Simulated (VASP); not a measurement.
A run of VASP 6.6.1 is set up as follows.

Contents of INCAR:

```
SYSTEM = Si
PREC = Accurate
ENCUT = 450
EDIFF = 1E-7
ISMEAR = 0
SIGMA = 0.02
LREAL = Auto
LASPH = .True.
NELM = 120
ALGO = Normal
ISIF = 2
LWAVE = .False.
LCHARG = .False.
GGA = PE
IBRION = 2
NSW = 80
EDIFFG = -0.02
GGA_COMPAT = .False.
NELMIN = 4
```

KPOINTS

```
Automatic mesh
0
Gamma
  2 2 2
  0.5 0.5 0.5
```

Contents of POSCAR:

```
Si
1.0
   -5.4696767048      5.4696767048     -5.4696767048
    5.4696767048      5.4696767048      5.4696767048
    5.4696767048     -5.4696767048     -5.4696767048
Si
31
Direct
    0.2500000000      0.7500000000      0.5000000000
    0.0000000000      0.0000000000      0.7500000000
    0.5000000000      0.7500000000      0.5000000000
    0.7500000000      0.2500000000      0.7500000000
    0.2500000000      0.0000000000      0.5000000000
    0.5000000000      0.5000000000      0.7500000000
    0.0000000000      0.2500000000      0.5000000000
    0.7500000000      0.7500000000      0.2500000000
    0.5000000000      0.0000000000      0.2500000000
    0.7500000000      0.5000000000      0.5000000000
    0.0000000000      0.7500000000      0.0000000000
    0.2500000000      0.2500000000      0.2500000000
    0.0000000000      0.5000000000      0.2500000000
    0.7500000000      0.0000000000      0.0000000000
    0.5000000000      0.2500000000      0.0000000000
    0.2500000000      0.5000000000      0.0000000000
    0.2500000000      0.5000000000      0.7500000000
    0.0000000000      0.7500000000      0.7500000000
    0.5000000000      0.5000000000      0.5000000000
    0.7500000000      0.0000000000      0.7500000000
    0.5000000000      0.2500000000      0.7500000000
    0.0000000000      0.0000000000      0.5000000000
    0.7500000000      0.5000000000      0.2500000000
    0.5000000000      0.7500000000      0.2500000000
    0.7500000000      0.2500000000      0.5000000000
    0.0000000000      0.5000000000      0.0000000000
    0.2500000000      0.0000000000      0.2500000000
    0.0000000000      0.2500000000      0.2500000000
    0.7500000000      0.7500000000      0.0000000000
    0.5000000000      0.0000000000      0.0000000000
    0.2500000000      0.2500000000      0.0000000000
```

Potentials or basis: VASP PAW PBE potentials, release 64 (Si).

The run is started by

```bash
$ cat potpaw_PBE.64/Si/POTCAR > POTCAR
$ mpirun -np 1 vasp_std > vasp.out
```

(1) Predict the energy gained by relaxing.

(2) What does it give for the band gap on the k mesh?

Results:

(1) 1.5 meV/atom.

(2) zero (bands 62 and 63 overlap by 0.15 eV).

Caveat: the k points lie up to 0.41 Å⁻¹ apart; the cell differs from its parent crystal (atoms taken out).
